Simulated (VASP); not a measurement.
# Sr4CaHf3O12 (a cell with a defect) in VASP: single point with PBEsol

Aim: the single point of Sr4CaHf3O12 (a cell with a defect) with PBEsol.

Program: VASP 6.6.1. These are calculated values, not measurements. Logs are shortened: lines on timing, memory, paths and dates and some standing lists are left out, and cuts for length are marked.

## (1) The cell of the first run

The cell holds a defect, 40 atoms: a = 8.211 Å, b = 8.211 Å, c = 8.211 Å, α = 90.00°, β = 90.00°, γ = 90.00°.

## (2) Single point, PBEsol, collinear spin

INCAR reads:

```
ALGO = Normal
EDIFF = 1E-6
ENCUT = 520
GGA = PS
GGA_COMPAT = F
ISIF = 2
ISMEAR = -1
ISPIN = 2
ISYM = -1
LASPH = T
LCHARG = F
LMAXMIX = 4
LORBIT = 11
LREAL = Auto
LWAVE = F
MAGMOM = 0 0 0 0 0 0 0 0 0.167 0.167 0 0 0 0 0 0 0.167 0.167 0 0 0 0 0 0 0.167 0.167 0 0 0.167 0.167 0 0 0.167 0.167 0.167 0.167 0 0 0 0
NBANDS = 182
NELM = 200
NUPDOWN = 2.0
PREC = Accurate
SIGMA = 0.05
```

KPOINTS reads:

```
explicit points
1
Reciprocal
  0.25000000   0.25000000   0.25000000 1
```

POSCAR reads:

```
Sr4CaHf3O12
1.0
    8.2111320000      0.0000000000      0.0000000000
    0.0000000000      8.2111320000      0.0000000000
    0.0000000000      0.0000000000      8.2111320000
Sr Ca Hf O
8 2 6 24
Direct
    0.0108880000      0.0178830000      0.0133200000
    0.9826220000      0.9763470000      0.4912760000
    0.0168860000      0.5153570000      0.0021940000
    0.9730720000      0.4979560000      0.4920040000
    0.5236300000      0.0007250000      0.9912480000
    0.4847540000      0.9827610000      0.5017170000
    0.5165210000      0.5217350000      0.9907830000
    0.4964680000      0.4772990000      0.5170260000
    0.2533340000      0.2623370000      0.2605320000
    0.2489580000      0.2362760000      0.7590710000
    0.2523500000      0.7468660000      0.2434050000
    0.2483130000      0.7524940000      0.7393760000
    0.7422570000      0.2505060000      0.2534780000
    0.7579590000      0.2475570000      0.7592920000
    0.7480840000      0.7507790000      0.2478490000
    0.7534660000      0.7495750000      0.7490150000
    0.2773270000      0.1536610000      0.0159320000
    0.2245740000      0.3554180000      0.5182500000
    0.2094900000      0.7803890000      0.9862470000
    0.2930780000      0.7131640000      0.4861110000
    0.6880680000      0.2695930000      0.0074420000
    0.8040750000      0.2279320000      0.5092020000
    0.7740420000      0.7129400000      0.9993150000
    0.7274840000      0.7863140000      0.4989480000
    0.9824500000      0.3036290000      0.2243010000
    0.9901200000      0.2743110000      0.8293480000
    0.9979670000      0.7182440000      0.2772860000
    0.0002740000      0.7145540000      0.7078030000
    0.5123310000      0.2244060000      0.3309710000
    0.5179450000      0.2003640000      0.7130940000
    0.5001130000      0.7865990000      0.2095030000
    0.5025840000      0.7809260000      0.7762170000
    0.2061670000      0.9921640000      0.2746850000
    0.2209730000      0.9841690000      0.6675020000
    0.2762960000      0.5154860000      0.1664390000
    0.2944160000      0.5063030000      0.7739020000
    0.7821310000      0.0017800000      0.2216460000
    0.7891340000      0.9955990000      0.7876180000
    0.7105930000      0.5041100000      0.2837090000
    0.7223720000      0.4977140000      0.7250870000
```

Potentials or basis: VASP PAW PBE potentials, release 64 (Sr_sv, Ca_sv, Hf_pv, O).

Launch:

```console
cat potpaw_PBE.64/Sr_sv/POTCAR potpaw_PBE.64/Ca_sv/POTCAR potpaw_PBE.64/Hf_pv/POTCAR potpaw_PBE.64/O/POTCAR > POTCAR
mpirun -np 1 vasp_std > vasp.out
```

OUTCAR:

```text
EDIFF = 1E-6
   ENCUT = 520
   GGA = PS
   ISIF = 2
   ISMEAR = -1
   ISPIN = 2
   ISYM = -1
   LASPH = T
   LORBIT = 11
   LREAL = Auto
   NELM = 200
   NUPDOWN = 2.0
   PREC = Accurate

 ion  position               nearest neighbor table
   1  0.011  0.018  0.013-  17 2.46  37 2.54  19 2.55  26 2.60  38 2.60  33 2.69  25 2.93  23 3.17
                            27 3.28  34 3.33  21 3.36  10 3.38   9 3.48  14 3.50  13 3.52  11 3.53
   2  0.983  0.976  0.491-  34 2.43  22 2.54  33 2.56  24 2.61  27 2.76  37 2.77  28 2.79  38 2.91
                            15 3.34  20 3.34  16 3.39  25 3.47  12 3.51  11 3.55  13 3.57  14 3.63
   3  0.017  0.515  0.002-  26 2.45  35 2.52  25 2.54  23 2.57  19 2.69  27 2.81  28 2.92  36 2.95
                            40 3.32  11 3.36  21 3.37  39 3.42  12 3.47   9 3.55  15 3.56  16 3.56
   4  0.973  0.498  0.492-  18 2.38  28 2.52  27 2.53  22 2.62  25 2.72  39 2.75  40 2.81  24 3.11
                            20 3.17  26 3.33  13 3.40  15 3.43  16 3.46  14 3.49  36 3.51   9 3.56
   5  0.524  0.001  0.991-  17 2.39  31 2.52  32 2.53  21 2.59  38 2.75  30 2.81  37 2.84  23 3.13
                            19 3.15  29 3.34  14 3.38  16 3.43  15 3.47  13 3.47  33 3.50  10 3.53
   6  0.485  0.983  0.502-  29 2.44  30 2.51  34 2.56  24 2.56  20 2.72  32 2.80  31 2.89  33 2.95
                            22 3.31  12 3.34  37 3.36  38 3.43  11 3.45  10 3.54  15 3.56  16 3.56
   7  0.517  0.522  0.991-  35 2.44  21 2.51  36 2.55  23 2.63  32 2.77  40 2.77  31 2.82  39 2.89
                            19 3.30  16 3.35  15 3.41  30 3.49  11 3.52  14 3.55  12 3.56  13 3.61
   8  0.496  0.477  0.517-  18 2.45  40 2.53  20 2.57  29 2.58  39 2.61  36 2.69  30 2.79  24 3.17
                            22 3.25  32 3.28   9 3.40  35 3.41  10 3.46  14 3.48  13 3.50  12 3.55
   9  0.253  0.262  0.261-  17 2.21  35 2.23  29 2.23  33 2.25  18 2.26  25 2.27   8 3.40   1 3.48
                             3 3.55   4 3.56   6 3.58   2 3.75   7 3.76   5 3.80
  10  0.249  0.236  0.759-  34 2.21  18 2.22  26 2.22  17 2.23  36 2.25  30 2.26   1 3.38   8 3.46
                             5 3.53   6 3.54   3 3.59   7 3.73   2 3.76   4 3.82
  11  0.252  0.747  0.243-  35 2.01  20 2.04  33 2.07  31 2.08  27 2.12  19 2.16   3 3.36   6 3.45
                             7 3.52   1 3.53   2 3.55   5 3.69   4 3.69   8 3.74
  12  0.248  0.752  0.739-  34 2.00  19 2.06  36 2.08  28 2.08  32 2.12  20 2.14   6 3.34   3 3.47
                             2 3.51   8 3.55   7 3.56   5 3.68   4 3.69   1 3.69
  13  0.742  0.251  0.253-  29 2.00  25 2.03  21 2.07  37 2.08  39 2.11  22 2.17   4 3.40   5 3.47
                             8 3.50   1 3.52   2 3.57   7 3.61   6 3.67   3 3.75
  14  0.758  0.248  0.759-  26 2.00  30 2.04  40 2.09  22 2.09  38 2.10  21 2.12   5 3.38   8 3.48
                             4 3.49   1 3.50   7 3.55   2 3.63   3 3.65   6 3.77
  15  0.748  0.751  0.248-  39 2.07  23 2.08  31 2.08  27 2.08  24 2.09  37 2.09   2 3.34   7 3.41
                             4 3.43   5 3.47   6 3.56   3 3.56   1 3.63   8 3.77
  16  0.753  0.750  0.749-  38 2.07  28 2.07  23 2.08  24 2.09  32 2.09  40 2.09   7 3.35   2 3.39
                             5 3.43   4 3.46   6 3.56   3 3.56   8 3.62   1 3.75
  17  0.277  0.154  0.016-   9 2.21  10 2.23   5 2.39   1 2.46
  18  0.225  0.355  0.518-  10 2.22   9 2.26   4 2.38   8 2.45
[... 213 lines left out ...]
      1     -34.4699      1.00000
      2     -34.3904      1.00000
      3     -30.4188      1.00000
      4     -30.4085      1.00000
      5     -30.2599      1.00000
      6     -30.2122      1.00000
[... 156 lines left out ...]
    163       7.6090      0.00000
    164       7.7895      0.00000
 Fermi energy:         1.7251971288

 spin component 2

 k-point     1 :       0.2500    0.2500    0.2500
  band No.  band energies     occupation
      1     -34.4618      1.00000
      2     -34.3782      1.00000
      3     -30.4155      1.00000
      4     -30.4050      1.00000
      5     -30.2602      1.00000
      6     -30.2130      1.00000
[... 156 lines left out ...]
    163       7.6174      0.00000
    164       7.8177      0.00000
 [bands above 164 left out]

------------------------ aborting loop because EDIFF is reached ----------------------------------------

  FORCE on cell =-STRESS in cart. coord.  units (eV):
  Direction    XX          YY          ZZ          XY          YZ          ZX
  --------------------------------------------------------------------------------------
  -------------------------------------------------------------------------------------
  Total        4.8557772      5.5046483     -3.4974149      2.1202782     -0.2210869     -0.2096879
  in kB       14.0527149     15.9305605    -10.1215876      6.1361269     -0.6398298     -0.6068409
  external PRESSURE =       6.6205626 kB  Pullay stress =       0.0000000 kB

 VOLUME and BASIS-vectors are now :
 -----------------------------------------------------------------------------
  energy-cutoff  :      520.00
  volume of cell :      553.62
      direct lattice vectors                 reciprocal lattice vectors
     8.211132000  0.000000000  0.000000000     0.121785888  0.000000000  0.000000000
     0.000000000  8.211132000  0.000000000     0.000000000  0.121785888  0.000000000
     0.000000000  0.000000000  8.211132000     0.000000000  0.000000000  0.121785888

 POSITION                                       TOTAL-FORCE (eV/Angst)
 -----------------------------------------------------------------------------------
      0.08940      0.14684      0.10937        -0.003547     -0.044643     -0.030042
      8.06844      8.01691      4.03393         0.019742      0.081088     -0.004204
      0.13865      4.23166      0.01802         0.044544      0.010299     -0.000368
      7.99002      4.08878      4.03991        -0.027302     -0.057482      0.010191
      4.29960      0.00595      8.13927         0.013295      0.002403     -0.008697
      3.98038      8.06958      4.11966        -0.003718      0.031862      0.018247
[... 32 lines left out ...]
      5.83477      4.13931      2.32957         0.050313      0.008199     -0.071835
      5.93149      4.08680      5.95379         0.052361      0.074235      0.061022
 -----------------------------------------------------------------------------------
    total drift:                               -0.008404     -0.003970     -0.022945

  FREE ENERGIE OF THE ION-ELECTRON SYSTEM (eV)
  ---------------------------------------------------
  free  energy   TOTEN  =      -330.0629170556 eV

  energy  without entropy=     -329.8711098318  energy(sigma->0) =     -329.96701344

 total charge

# of ion       s       p       d       tot
------------------------------------------
    1        2.004   5.767   0.231   8.001
    2        2.004   5.767   0.232   8.003
    3        2.004   5.766   0.231   8.001
    4        2.006   5.771   0.242   8.018
    5        2.005   5.769   0.241   8.016
    6        2.004   5.766   0.233   8.004
[... 32 lines left out ...]
   39        1.556   3.463   0.000   5.019
   40        1.553   3.482   0.000   5.035
--------------------------------------------------
tot         59.646 181.001  12.029 252.676

 magnetization (x)

# of ion       s       p       d       tot
------------------------------------------
    1       -0.000   0.000  -0.002  -0.003
    2        0.000   0.002   0.002   0.004
    3       -0.000  -0.000   0.000  -0.000
    4       -0.000   0.000  -0.002  -0.002
    5       -0.000   0.001  -0.002  -0.002
    6       -0.000   0.000  -0.001  -0.002
[... 32 lines left out ...]
   39       -0.001  -0.052   0.000  -0.053
   40       -0.000  -0.000   0.000  -0.001
--------------------------------------------------
tot          0.023   1.665  -0.019   1.669
```

OSZICAR:

```text
N       E                     dE             d eps       ncg     rms          rms(c)
DAV:   1     0.237249145027E+04    0.23725E+04   -0.16465E+05   728   0.165E+03
DAV:   2    -0.157775965556E+03   -0.25303E+04   -0.24572E+04   884   0.425E+02
[... 30 lines left out ...]
DAV:  33    -0.330062911542E+03   -0.12271E-04   -0.17631E-04   912   0.285E-02    0.451E-02
DAV:  34    -0.330062906786E+03    0.47560E-05   -0.34489E-04   888   0.325E-02    0.358E-02
DAV:  35    -0.330062914838E+03   -0.80526E-05   -0.99144E-05   840   0.211E-02    0.308E-02
DAV:  36    -0.330062918094E+03   -0.32558E-05   -0.34731E-05   904   0.140E-02    0.135E-02
DAV:  37    -0.330062917475E+03    0.61946E-06   -0.18042E-05   832   0.941E-03    0.896E-03
DAV:  38    -0.330062917056E+03    0.41903E-06   -0.79555E-06   672   0.543E-03
   1 F= -.33006292E+03 E0= -.32996701E+03  d E =-.191807E+00  mag=     2.0000
```

stdout:

```text
POSCAR found type information on POSCAR SrCaHfO
 POSCAR found :  4 types and      40 ions
 scaLAPACK will be used
 -----------------------------------------------------------------------------
|                                                                             |
|                                                                             |
|     You enforced a specific xc type in the INCAR file but a different       |
|     I HOPE YOU KNOW WHAT YOU ARE DOING!                                     |
|                                                                             |
 -----------------------------------------------------------------------------

 LDA part: xc-table for (Slater+PW92), standard interpolation
 POSCAR, INCAR and KPOINTS ok, starting setup
 FFT: planning ... GRIDC
 FFT: planning ... GRID_SOFT
 FFT: planning ... GRID
 WAVECAR not read
 entering main loop
```

Wall time 18 min (1 thread of Intel Xeon Platinum 8259CL at 2.50GHz (Skylake/Cascade Lake), shared host); peak memory 0.89 GiB.

Results:

| Item | Value |
| --- | --- |
| Free energy | -330.0629 eV |
| Pressure | 0.7 GPa |
| Largest force | 0.260 eV/Å |
| Net moment | 2.00 μB per cell |
| Site moments | Sr -0.00, +0.00 (each value once); Ca +0.01; Hf -0.01, -0.00, +0.00 (each value once); O +0.48, +0.51, +0.01, +0.06, -0.01, +0.03, -0.00, -0.08, -0.05, +0.13, -0.03, +0.24, +0.05, +0.32, +0.02 (each value once) μB |
| Valence electrons inside the program's atomic spheres | Sr 8.00, 8.02, 8.01 (each value once); Ca 8.32, 8.34; Hf 8.66, 8.65, 8.67, 8.62 (each value once); O 4.91, 4.90, 5.01, 5.02, 5.03, 5.00, 5.04, 4.98, 4.95 (each value once) |

Forces on the atoms (eV/Å):
```
Sr  -0.004 -0.045 -0.030
Sr   0.020  0.081 -0.004
Sr   0.045  0.010  0.000
Sr  -0.027 -0.057  0.010
Sr   0.013  0.002 -0.009
Sr  -0.004  0.032  0.018
Sr  -0.079  0.005  0.049
Sr  -0.009 -0.018 -0.034
Ca  -0.075  0.071  0.073
Ca   0.026  0.015 -0.074
Hf   0.000 -0.137 -0.221
Hf  -0.043  0.044  0.111
Hf   0.080  0.095  0.157
Hf  -0.105 -0.080 -0.192
Hf  -0.046 -0.073 -0.001
Hf   0.021  0.020  0.003
O    0.009 -0.011  0.005
O    0.000  0.019  0.064
O    0.023  0.052 -0.098
O   -0.043  0.048  0.059
O    0.116 -0.038  0.074
O   -0.026  0.047 -0.040
O   -0.046  0.083 -0.017
O    0.037 -0.080  0.016
O   -0.116 -0.063 -0.038
O   -0.191 -0.021 -0.023
O   -0.056  0.053 -0.049
O   -0.028  0.061  0.069
O    0.131  0.009 -0.113
O    0.159  0.054  0.119
O    0.078 -0.037  0.063
O    0.036 -0.055 -0.065
O    0.069 -0.149  0.023
O    0.042 -0.171  0.048
O    0.051  0.128  0.116
O   -0.042  0.132 -0.057
O   -0.071 -0.014  0.035
O   -0.050 -0.095 -0.037
O    0.050  0.008 -0.072
O    0.052  0.074  0.061
```

Caveat: the PAW data sets were made with another functional, which shifts forces and pressure a little; the total moment is fixed, so each spin has its own Fermi level.
